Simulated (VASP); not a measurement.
Wanted: the native input for a VASP 6.6.1 run.

- Task: single point
- Functional: PBEsol
- Potentials or basis: VASP PAW PBE potentials, release 64 (Ti_sv, Sn_d, O)
- Cutoff: 520 eV
- k mesh: 1 × 1 × 1, shifted
- Occupations: fermi-dirac, width 0.05 eV
- Spin: no spin polarisation
- Dipole correction: no
- Further INCAR settings: LREAL = Auto; ALGO = Normal; EDIFF = 1e-07; NBANDS = 333

The structure of Ti7SnO16 lies in POSCAR:

```
Ti7SnO16
1.0
    9.2496372675      0.0000000000      0.0000000000
    0.0000000000      9.2565581264      0.0000000000
    0.0000000000      0.0000000000      8.8911586649
Ti Sn O
21 3 48
Direct
    0.0020160000      0.9995110000      0.9999500000
    0.0018920000      0.0094420000      0.3324150000
    0.9980540000      0.0004580000      0.6682640000
    0.9961930000      0.4910340000      0.9968980000
    0.0049010000      0.4973780000      0.6727810000
    0.5020020000      0.0049890000      0.0014060000
    0.4999320000      0.9983550000      0.3317470000
    0.4996600000      0.0006150000      0.6632190000
    0.5012450000      0.5021910000      0.9999420000
    0.4952780000      0.4948150000      0.3302600000
    0.5045220000      0.4969760000      0.6659150000
    0.2520140000      0.2503150000      0.1634500000
    0.2506390000      0.2489210000      0.5030290000
    0.2558560000      0.2458070000      0.8333290000
    0.2489020000      0.7528400000      0.1592040000
    0.2523790000      0.7471320000      0.8395830000
    0.7456670000      0.2465420000      0.1670370000
    0.7481470000      0.2484780000      0.5012210000
    0.7518340000      0.2501710000      0.8309140000
    0.7516600000      0.7514800000      0.1730640000
    0.7514300000      0.7479100000      0.4944050000
    0.9983000000      0.4996520000      0.3330790000
    0.2522040000      0.7528550000      0.5014400000
    0.7492460000      0.7520100000      0.8342040000
    0.1556170000      0.1511100000      0.0001280000
    0.1516940000      0.1561450000      0.3337590000
    0.1544040000      0.1529770000      0.6676820000
    0.1538170000      0.6534690000      0.0006890000
    0.1527270000      0.6556130000      0.3244320000
    0.1509480000      0.6500060000      0.6776480000
    0.6519430000      0.1541760000      0.9998190000
    0.6528130000      0.1515470000      0.3337180000
    0.6522310000      0.1540780000      0.6686620000
    0.6461580000      0.6520750000      0.0096390000
    0.6548230000      0.6519990000      0.3338160000
    0.6481340000      0.6505640000      0.6583790000
    0.3485220000      0.3472360000      0.9999710000
    0.3474790000      0.3469800000      0.3336020000
    0.3500800000      0.3452730000      0.6677540000
    0.3480700000      0.8495010000      0.0001580000
    0.3531600000      0.8515500000      0.3237880000
    0.3511230000      0.8528860000      0.6783750000
    0.8473490000      0.3460480000      0.0009570000
    0.8419640000      0.3446300000      0.3337360000
    0.8474940000      0.3462180000      0.6671680000
    0.8510690000      0.8532650000      0.0097470000
    0.8477870000      0.8482110000      0.3339260000
    0.8490120000      0.8545180000      0.6583590000
    0.1008330000      0.3983450000      0.1572220000
    0.1027360000      0.4011110000      0.5095380000
    0.0979110000      0.4001080000      0.8349090000
    0.0996260000      0.9067890000      0.1681510000
    0.0958970000      0.9103260000      0.4996410000
    0.0950300000      0.9029740000      0.8336480000
    0.5961690000      0.4002630000      0.1672740000
    0.5967520000      0.3996260000      0.4999800000
    0.6002690000      0.4047100000      0.8346080000
    0.5986250000      0.9058180000      0.1653440000
    0.5954690000      0.9037110000      0.5011050000
    0.5950250000      0.9098970000      0.8347540000
    0.4039700000      0.0998210000      0.1667420000
    0.4020700000      0.0969180000      0.4998350000
    0.4035260000      0.1003930000      0.8349650000
    0.4023450000      0.5962740000      0.1683890000
    0.4057160000      0.5923740000      0.4994930000
    0.4032880000      0.5970220000      0.8338080000
    0.9027140000      0.1000990000      0.1676390000
    0.9024170000      0.1005440000      0.4994980000
    0.9027120000      0.0993280000      0.8346320000
    0.8981490000      0.6003060000      0.1553880000
    0.9012860000      0.6020910000      0.5113470000
    0.9045190000      0.5929190000      0.8347760000
```

The input as run:

INCAR

```
SYSTEM = Ti7SnO16
PREC = Accurate
ENCUT = 520
EDIFF = 1E-7
ISMEAR = -1
SIGMA = 0.05
LREAL = Auto
LASPH = .TRUE.
NELM = 100
ALGO = Normal
ISIF = 2
LWAVE = .FALSE.
LCHARG = .TRUE.
GGA = PS
LELF = .TRUE.
LVHAR = .TRUE.
NBANDS = 333
```

KPOINTS

```
Automatic mesh
0
Gamma
  1 1 1
  0.5 0.5 0.5
```

Potentials or basis: VASP PAW PBE potentials, release 64 (Ti_sv, Sn_d, O).

Command:

```console
$ cat potpaw_PBE.64/Ti_sv/POTCAR potpaw_PBE.64/Sn_d/POTCAR potpaw_PBE.64/O/POTCAR > POTCAR
$ mpirun -np 1 vasp_std > vasp.out
```

Results of the run:

- Pressure: 0.7 GPa
- Largest force: 0.056 eV/Å
- Band gap on the k mesh: 2.64 eV

Caveat: the k points lie up to 0.71 Å⁻¹ apart; the PAW data sets were made with another functional, which shifts forces and pressure a little; spin-orbit coupling is left out, which moves the levels of the heavy elements; a shifted mesh leaves out Γ, where band edges can lie.

It took 25 min on 1 thread of Intel Xeon 8259CL (shared host), peak memory 0.8 GiB.
